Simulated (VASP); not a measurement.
# As2CO3 (P-4m2) in VASP: a series of runs

As2CO3 is run at these levels: PBE; tasks: single point.

Everything below comes from runs of VASP 6.6.1. Logs are shortened: lines on timing, memory, paths and dates and some standing lists are left out, and cuts for length are marked.

## 1. The cell of the first run

It takes space group P-4m2 (No. 115, tetragonal). The conventional cell has a = 3.066 Å, b = 3.066 Å, c = 6.666 Å, α = 90.00°, β = 90.00°, γ = 90.00°. As (site symmetry 2mm) has 7 O at 2.22 to 2.45 Å and 2 C at 2.45 Å within 2.9 Å. Within 3.1 Å of C (site symmetry -4m2) lie 8 O at 2.17 to 2.97 Å and 4 As at 2.45 Å and 4 C at 3.07 Å. Within 3.1 Å of O (site symmetry -4m2) lie 4 C at 2.17 Å and 4 As at 2.45 Å and 8 O at 2.97 to 3.07 Å. Within 3.1 Å of O (site symmetry 2mm) lie 5 As at 2.22 to 2.26 Å and 10 O at 2.69 to 3.07 Å and 2 C at 2.97 Å.

The cell was generated, and may not be a known phase.

## 2. Single point, PBE

Input file INCAR:

```
SYSTEM = As2CO3
ALGO = Fast
EDIFF = 1E-6
ENCUT = 520
GGA = PE
ISIF = 2
ISMEAR = 0
LASPH = .TRUE.
LCHARG = .FALSE.
LREAL = .FALSE.
LWAVE = .FALSE.
NBANDS = 25
NELM = 100
PREC = Accurate
SIGMA = 0.1
```

Input file KPOINTS:

```
k-points
0
G
  6 6 4
  0 0 0
```

Input file POSCAR:

```
As2CO3
1.0
    3.0656869904      0.0000000000      0.0000000000
    0.0000000000      3.0656869904      0.0000000000
    0.0000000000      0.0000000000      6.6661735256
As C O
2 1 3
Direct
    0.0000000000      0.5000000000      0.7140898760
    0.5000000000      0.0000000000      0.2859101240
    0.0000000000      0.0000000000      0.0000000000
    0.5000000000      0.5000000000      0.0000000000
    0.0000000000      0.5000000000      0.3810836722
    0.5000000000      0.0000000000      0.6189163278
```

Potentials or basis: VASP PAW PBE potentials, release 64 (As, C, O).

Command:

```
$ cat potpaw_PBE.64/As/POTCAR potpaw_PBE.64/C/POTCAR potpaw_PBE.64/O/POTCAR > POTCAR
$ mpirun -np 1 vasp_std > vasp.out
```

OUTCAR:

```text
SYSTEM = As2CO3
   EDIFF = 1E-6
   ENCUT = 520
   GGA = PE
   ISIF = 2
   ISMEAR = 0
   LASPH = .TRUE.
   LREAL = .FALSE.
   NELM = 100
   PREC = Accurate

 ion  position               nearest neighbor table
   1  0.000  0.500  0.714-   5 2.22   6 2.26   6 2.26   6 2.26   6 2.26   3 2.45   3 2.45
   2  0.500  0.000  0.286-   6 2.22   5 2.26   5 2.26   5 2.26   5 2.26   3 2.45   3 2.45
   3  0.000  0.000  0.000-   1 2.45   2 2.45   1 2.45   2 2.45
   4  0.500  0.500  0.000-
   5  0.000  0.500  0.381-   1 2.22   2 2.26   2 2.26   2 2.26   2 2.26
   6  0.500  0.000  0.619-   2 2.22   1 2.26   1 2.26   1 2.26   1 2.26

  LATTYP: Found a simple tetragonal cell.
 ALAT       =     3.0656869904
 C/A-ratio  =     2.1744468847

  Lattice vectors:

 A1 = (   3.0656869904,   0.0000000000,   0.0000000000)
 A2 = (   0.0000000000,   3.0656869904,   0.0000000000)
 A3 = (   0.0000000000,   0.0000000000,   6.6661735256)

Analysis of symmetry for initial positions (statically):
=====================================================================
 Subroutine PRICEL returns:
 Original cell was already a primitive cell.

 Routine SETGRP: Setting up the symmetry group for a
 simple tetragonal supercell.

 Subroutine GETGRP returns: Found  8 space group operations
 (whereof  8 operations were pure point group operations)
 out of a pool of 16 trial point group operations.

The static configuration has the point symmetry D_2d.

Analysis of symmetry for dynamics (positions and initial velocities):
=====================================================================
 Subroutine PRICEL returns:
 Original cell was already a primitive cell.

 Routine SETGRP: Setting up the symmetry group for a
 simple tetragonal supercell.

 Subroutine GETGRP returns: Found  8 space group operations
 (whereof  8 operations were pure point group operations)
 out of a pool of 16 trial point group operations.

The dynamic configuration has the point symmetry D_2d.

 Subroutine INISYM returns: Found  8 space group operations
 (whereof  8 operations are pure point group operations),
 and found     1 'primitive' translations

----------------------------------------------------------------------------------------

                                     Primitive cell

  volume of cell :      62.6516

  direct lattice vectors                    reciprocal lattice vectors
     3.065686990  0.000000000  0.000000000     0.326191161  0.000000000  0.000000000
     0.000000000  3.065686990  0.000000000     0.000000000  0.326191161  0.000000000
     0.000000000  0.000000000  6.666173526     0.000000000  0.000000000  0.150011096

  length of vectors
     3.065686990  3.065686990  6.666173526     0.326191161  0.326191161  0.150011096

  position of ions in fractional coordinates (direct lattice)
     0.000000000  0.500000000  0.714089876
     0.500000000  0.000000000  0.285910124
     0.000000000  0.000000000  0.000000000
     0.500000000  0.500000000  0.000000000
     0.000000000  0.500000000  0.381083672
     0.500000000  0.000000000  0.618916328

  ion indices of the primitive-cell ions
   primitive index   ion index
                 1           1
                 2           2
                 3           3
                 4           4
                 5           5
                 6           6

----------------------------------------------------------------------------------------

 KPOINTS: k-points

Automatic generation of k-mesh.
 Grid dimensions read from file:
 generate k-points for:    6    6    4

 Generating k-lattice:

  Cartesian coordinates                     Fractional coordinates (reciprocal lattice)
     0.054365194  0.000000000  0.000000000     0.166666667  0.000000000  0.000000000
     0.000000000  0.054365194  0.000000000     0.000000000  0.166666667  0.000000000
     0.000000000  0.000000000  0.037502774     0.000000000  0.000000000  0.250000000

  Length of vectors
     0.054365194  0.054365194  0.037502774

  Shift w.r.t. Gamma in fractional coordinates (k-lattice)
     0.000000000  0.000000000  0.000000000

 Subroutine IBZKPT returns following result:
 ===========================================

 Found     30 irreducible k-points:

 Following reciprocal coordinates:
            Coordinates               Weight
  0.000000  0.000000  0.000000      1.000000
  0.166667  0.000000  0.000000      4.000000
  0.333333  0.000000  0.000000      4.000000
  0.500000  0.000000  0.000000      2.000000
  0.166667  0.166667  0.000000      4.000000
  0.333333  0.166667  0.000000      8.000000
[... 16 lines left out ...]
  0.333333  0.000000  0.500000      4.000000
  0.500000  0.000000  0.500000      2.000000
 [... further k-points ...]
   k-points           NKPTS =     30   k-points in BZ     NKDIM =     30   number of bands    NBANDS=     25
   number of dos      NEDOS =    301   number of ions     NIONS =      6
   total plane-waves  NPLWV =  28800
   dimension x,y,z NGX =    24 NGY =   24 NGZ =   50
   dimension x,y,z NGXF=    48 NGYF=   48 NGZF=  100
   ions per type =               2   1   3
   NGX,Y,Z   is equivalent  to a cutoff of  13.01, 13.01, 12.47 a.u.
   NGXF,Y,Z  is equivalent  to a cutoff of  26.03, 26.03, 24.94 a.u.
 SYSTEM =  As2CO3
   PREC   = accura    normal or accurate (medium, high low for compatibility)
   ISTART =      0    job   : 0-new  1-cont  2-samecut
   ICHARG =      2    charge: 1-file 2-atom 10-const
   ISPIN  =      1    spin polarized calculation?
   LNONCOLLINEAR =      F non collinear calculations
   LSORBIT =      F    spin-orbit coupling
   LASPH  =      T    aspherical Exc in radial PAW
   ENCUT  =  520.0 eV  38.22 Ry    6.18 a.u.   5.70  5.70 12.39*2*pi/ulx,y,z
   NELM   =    100;   NELMIN=  2; NELMDL= -5     # of ELM steps
   EDIFF  = 0.1E-05   stopping-criterion for ELM
   LREAL  =      F    real-space projection
   EDIFFG = 0.1E-04   stopping-criterion for IOM
   NSW    =      0    number of steps for IOM
   IBRION =     -1    ionic relax: 0-MD 1-quasi-New 2-CG
   NFREE  =      0    steps in history (QN), initial steepest desc. (CG)
   ISIF   =      2    stress and relaxation
   ISYM   =      2    0-nonsym 1-usesym 2-fastsym
   POTIM  = 0.5000    time-step for ionic-motion
   TEBEG  =    0.0;   TEEND  =   0.0 temperature during run
   PSTRESS=    0.0 pullay stress
   NELECT =      32.0000    total number of electrons
   NUPDOWN=      -1.0000    fix difference up-down
   EMIN   =  10.00;   EMAX   =-10.00  energy-range for DOS
   EFERMI =   0.00;   METHOD = LEGACY
   ISMEAR =     0;   SIGMA  =   0.10  broadening in eV -4-tet -1-fermi 0-gaus
   EFERMI_NEDOS =   21; number of points for ismear=-14 and -15
   IALGO  =     68    algorithm
   IMIX   =      4    mixing-type and parameters
     AMIX     =   0.40;   BMIX     =  1.00
     AMIX_MAG =   1.60;   BMIX_MAG =  1.00
  volume/ion in A,a.u.               =      10.44        70.47
  Fermi-wavevector in a.u.,A,eV,Ry     =   1.308622  2.472936 23.299847  1.712490
  Thomas-Fermi vector in A             =   2.439276
   LORBIT       =      0    0 simple, 1 ext, 2 COOP (PROOUT), +10 PAW based schemes
   GGA     = PE    functional components
   LHFCALC =     F    Hartree Fock is set to
   AEXX    =    0.0000 exact exchange contribution
   IVDW    =     0    specifies the selected vdW correction
   LEPSILON=     F    determine dielectric tensor
   LRPA    =     F    only Hartree local field effects (RPA)
 non-spin polarized calculation
 RMM-DIIS sequential band-by-band and
 Gauss-broadening in eV      SIGMA  =   0.10
  energy-cutoff  :      520.00
  volume of cell :       62.65
 maximum number of plane-waves:      1712
 NGX is ok and might be reduce to    24
   NGX = 11   NGY = 11   NGZ = 25

 number of electron      32.0000005 magnetization

 Free energy of the ion-electron system (eV)
  ---------------------------------------------------
  ext. energy  EPLUGINS =         0.00000000
  ---------------------------------------------------
  free energy    TOTEN  =       -30.58113006 eV

  energy without entropy =      -30.57673035  energy(sigma->0) =      -30.57893020

 E-fermi :   6.6195     XC(G=0): -11.7138

 val. band max:        6.5453798109   @ k =   0.3333   0.0000   0.5000
 cond. band min:       6.6231528562   @ k =   0.0000   0.0000   0.5000
 fundamental gap:      0.0777730453
 Fermi energy:         6.6195474208

 k-point     1 :       0.0000    0.0000    0.0000
  band No.  band energies     occupation
      1     -14.2077      2.00000
      2     -12.4627      2.00000
      3     -12.1490      2.00000
      4      -5.0438      2.00000
      5      -3.5525      2.00000
      6      -0.0358      2.00000
[... 17 lines left out ...]
     24      12.8616      0.00000
     25      13.4175      0.00000

 k-point     2 :       0.1667    0.0000    0.0000
  band No.  band energies     occupation
      1     -13.9433      2.00000
      2     -12.3107      2.00000
      3     -12.0378      2.00000
      4      -5.3354      2.00000
      5      -3.9774      2.00000
      6      -1.2538      2.00000
[... 17 lines left out ...]
     24      12.3394      0.00000
     25      15.3547      0.00000

 k-point     3 :       0.3333    0.0000    0.0000
  band No.  band energies     occupation
      1     -13.2320      2.00000
      2     -12.0107      2.00000
      3     -11.8956      2.00000
      4      -6.0124      2.00000
      5      -4.8265      2.00000
      6      -3.0099      2.00000
[... 17 lines left out ...]
     24      12.2462      0.00000
     25      17.8110      0.00000

 k-point     4 :       0.5000    0.0000    0.0000
  band No.  band energies     occupation
      1     -12.4540      2.00000
      2     -12.3101      2.00000
      3     -11.7519      2.00000
      4      -6.2758      2.00000
      5      -5.3331      2.00000
      6      -3.8081      2.00000
[... 17 lines left out ...]
     24      12.2654      0.00000
     25      17.4797      0.00000

 k-point     5 :       0.1667    0.1667    0.0000
  band No.  band energies     occupation
      1     -13.6907      2.00000
      2     -12.1674      2.00000
      3     -11.9392      2.00000
      4      -5.3728      2.00000
      5      -4.2386      2.00000
      6      -1.6533      2.00000
[... 17 lines left out ...]
     24      12.4400      0.00000
     25      16.7896      0.00000

 k-point     6 :       0.3333    0.1667    0.0000
  band No.  band energies     occupation
      1     -13.0194      2.00000
      2     -11.8933      2.00000
      3     -11.8065      2.00000
      4      -5.6806      2.00000
      5      -4.7419      2.00000
      6      -2.8044      2.00000
[... 17 lines left out ...]
     24      12.2025      0.00000
     25      17.8107      0.00000
[... 393 lines left out ...]
 k-point    21 :       0.0000    0.0000    0.5000
  band No.  band energies     occupation
      1     -14.0326      2.00000
      2     -13.1152      2.00000
      3     -11.6439      2.00000
      4      -4.4454      2.00000
      5      -4.0181      2.00000
      6      -1.1011      2.00000
[... 17 lines left out ...]
     24      12.2457      0.00000
     25      14.0868      0.00000

 k-point    22 :       0.1667    0.0000    0.5000
  band No.  band energies     occupation
      1     -13.7776      2.00000
      2     -12.9059      2.00000
      3     -11.6018      2.00000
      4      -4.9446      2.00000
      5      -4.0426      2.00000
      6      -1.9770      2.00000
[... 17 lines left out ...]
     24      12.5600      0.00000
     25      15.1655      0.00000

 k-point    23 :       0.3333    0.0000    0.5000
  band No.  band energies     occupation
      1     -13.0971      2.00000
      2     -12.4245      2.00000
      3     -11.6441      2.00000
      4      -5.9620      2.00000
      5      -4.6610      2.00000
      6      -2.8591      2.00000
[... 17 lines left out ...]
     24      12.7896      0.00000
     25      16.9382      0.00000

 k-point    24 :       0.5000    0.0000    0.5000
  band No.  band energies     occupation
      1     -12.3697      2.00000
      2     -12.3037      2.00000
      3     -11.8659      2.00000
      4      -6.4807      2.00000
      5      -5.1743      2.00000
      6      -3.2062      2.00000
[... 17 lines left out ...]
     24      12.1943      0.00000
     25      17.7137      0.00000

 [... further k-points ...]

------------------------ aborting loop because EDIFF is reached ----------------------------------------

  FORCE on cell =-STRESS in cart. coord.  units (eV):
  Direction    XX          YY          ZZ          XY          YZ          ZX
  --------------------------------------------------------------------------------------
  -------------------------------------------------------------------------------------
  Total       -0.0598940     -0.0598940     -0.0443212      0.0000000     -0.0000000      0.0000000
  in kB       -1.5316585     -1.5316585     -1.1334178      0.0000000     -0.0000000      0.0000000
  external PRESSURE =      -1.3989116 kB  Pullay stress =       0.0000000 kB

 VOLUME and BASIS-vectors are now :
 -----------------------------------------------------------------------------
  energy-cutoff  :      520.00
  volume of cell :       62.65
      direct lattice vectors                 reciprocal lattice vectors
     3.065686990  0.000000000  0.000000000     0.326191161  0.000000000  0.000000000
     0.000000000  3.065686990  0.000000000     0.000000000  0.326191161  0.000000000
     0.000000000  0.000000000  6.666173526     0.000000000  0.000000000  0.150011096

 POSITION                                       TOTAL-FORCE (eV/Angst)
 -----------------------------------------------------------------------------------
      0.00000      1.53284      4.76025         0.000000      0.000000      0.007853
      1.53284      0.00000      1.90593         0.000000      0.000000     -0.007853
      0.00000      0.00000      0.00000         0.000000      0.000000      0.000000
      1.53284      1.53284      0.00000         0.000000     -0.000000      0.000000
      0.00000      1.53284      2.54037         0.000000      0.000000      0.000377
      1.53284      0.00000      4.12580        -0.000000      0.000000     -0.000377
 -----------------------------------------------------------------------------------
    total drift:                                0.000000     -0.000000      0.000000

  FREE ENERGIE OF THE ION-ELECTRON SYSTEM (eV)
  ---------------------------------------------------
  free  energy   TOTEN  =       -30.5811300588 eV

  energy  without entropy=      -30.5767303491  energy(sigma->0) =      -30.57893020
```

Run time: 69 s. Hardware: 1 thread of Oxide Virtual Turin-like, shared host; peak memory 0.16 GiB.

What came out:

```yaml
Free_energy: -30.5811 eV
Pressure: -0.1 GPa
Largest_force: 0.008 eV/Å
Band_gap_on_the_k_mesh: 0.03 eV (least direct gap 0.29 eV)
```

Forces in eV/Å, atoms in the order of the input:
```
As   0.000  0.000  0.008
As   0.000  0.000 -0.008
C    0.000  0.000  0.000
O    0.000  0.000  0.000
O    0.000  0.000  0.000
O    0.000  0.000  0.000
```

Caveat: the smearing spreads over this small gap; semilocal functionals underestimate gaps, and a narrow one can read as zero.

## 3. Single point, PBE

This run uses another cell than the first one, of 13.58 Å³/atom.

Input file INCAR:

```
ALGO = Fast ; EDIFF = 1E-6
ENCUT = 520 ; GGA = PE
ISIF = 2 ; ISMEAR = 0
LASPH = True ; LCHARG = True
LELF = True ; LREAL = False
LVHAR = True ; LWAVE = False
NBANDS = 25 ; NELM = 100
PREC = Accurate ; SIGMA = 0.1
```

Input file KPOINTS:

```
k-points
0
Gamma
  6 6 4
```

Input file POSCAR:

```
As2CO3
1.0
    3.3375239000      0.0000000000      0.0000000000
    0.0000000000      3.3375239000      0.0000000000
    0.0000000000      0.0000000000      7.3146204300
As C O
2 1 3
Direct
    0.0000000000      0.5000000000      0.7340000300
    0.5000000000      0.0000000000      0.2659999700
    0.0000000000      0.0000000000      0.0000000000
    0.5000000000      0.5000000000      0.0000000000
    0.0000000000      0.5000000000      0.3820000000
    0.5000000000      0.0000000000      0.6180000000
```

Potentials or basis: VASP PAW PBE potentials, release 64 (As, C, O).

Command:

```
$ cat potpaw_PBE.64/As/POTCAR potpaw_PBE.64/C/POTCAR potpaw_PBE.64/O/POTCAR > POTCAR
$ mpirun -np 1 vasp_std > vasp.out
```

It took 2 min on 1 thread of Oxide Virtual Turin-like, shared host; peak memory 0.19 GiB.

The run converged. Its results:

- Free energy: -28.4678 eV
- Pressure: -24.7 GPa
- Largest force: 1.208 eV/Å
- Band gap on the k mesh: zero (bands 16 and 17 overlap by 0.05 eV)

Forces in eV/Å, atoms in the order of the input:
```
As   0.000  0.000 -1.208
As   0.000  0.000  1.208
C    0.000  0.000  0.000
O    0.000  0.000  0.000
O    0.000  0.000 -0.775
O    0.000  0.000  0.775
```

Stress tensor (GPa, compression positive):
```
-25.52   0.00   0.00
  0.00 -25.52   0.00
  0.00   0.00 -23.17
```

Levels at points of the mesh, in eV from the Fermi level:
```csv
k point,band 12,band 13,band 14,band 15,band 16,band 17,band 18,band 19,band 20,band 21
"(0.00, 0.00, 0.00)",-2.34,-1.76,-1.76,-0.65,0.04,1.95,1.95,2.80,3.67,3.67
"(0.50, 0.00, 0.00)",-1.42,-1.39,-1.20,-1.02,-0.18,0.04,0.25,1.56,2.41,2.87
"(0.50, 0.50, 0.00)",-4.52,-1.81,-1.44,-1.44,-0.53,2.00,2.00,2.43,3.02,3.29
"(0.00, 0.00, 0.50)",-1.79,-1.53,-1.53,-0.53,-0.02,1.96,1.96,2.22,3.87,3.87
"(0.50, 0.00, 0.50)",-1.42,-1.40,-1.20,-0.98,-0.11,-0.01,0.13,1.37,1.93,2.89
"(0.50, 0.50, 0.50)",-3.33,-2.47,-1.94,-1.94,-1.18,2.11,2.11,2.60,3.07,3.67
```

Caveat: the cell stands under tension; forces of over 1 eV/Å act on the atoms, so gaps and moduli don't describe the material at rest.

The gap in the log of VASP goes by the Fermi energy; the results here count the filled bands.